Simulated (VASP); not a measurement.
Input of a VASP 6.6.1 run:

INCAR

```
ALGO = Normal
EDIFF = 1E-6
EDIFFG = -0.01
ENCUT = 600
GGA = PS
IBRION = 2
ISIF = 4
ISMEAR = 0
LASPH = T
LCHARG = F
LREAL = F
LWAVE = F
NELM = 100
NSW = 60
PREC = Accurate
SIGMA = 0.05
```

File KPOINTS:

```
k-points
0
Gamma
  12 12 6
```

POSCAR

```
HfO2
1.0
    3.2400980086      0.0000000000      0.0000000000
   -1.6200490043      2.8060071862      0.0000000000
    0.0000000000      0.0000000000      5.1405801181
Hf O
1 2
Direct
    0.0000000000      0.0000000000      0.0000000000
    0.3333333333      0.6666666667      0.1890109153
    0.6666666667      0.3333333333      0.8109890847
```

Potentials or basis: VASP PAW PBE potentials, release 64 (Hf_pv, O).

Command:

```bash
$ cat potpaw_PBE.64/Hf_pv/POTCAR potpaw_PBE.64/O/POTCAR > POTCAR
$ mpirun -np 1 vasp_std > vasp.out
```

(1) Estimate the band gap on the k mesh.

Results:

(1) 4.82 eV (least direct gap 5.08 eV).

Caveat: spin-orbit coupling is left out, which moves the levels of the heavy elements.
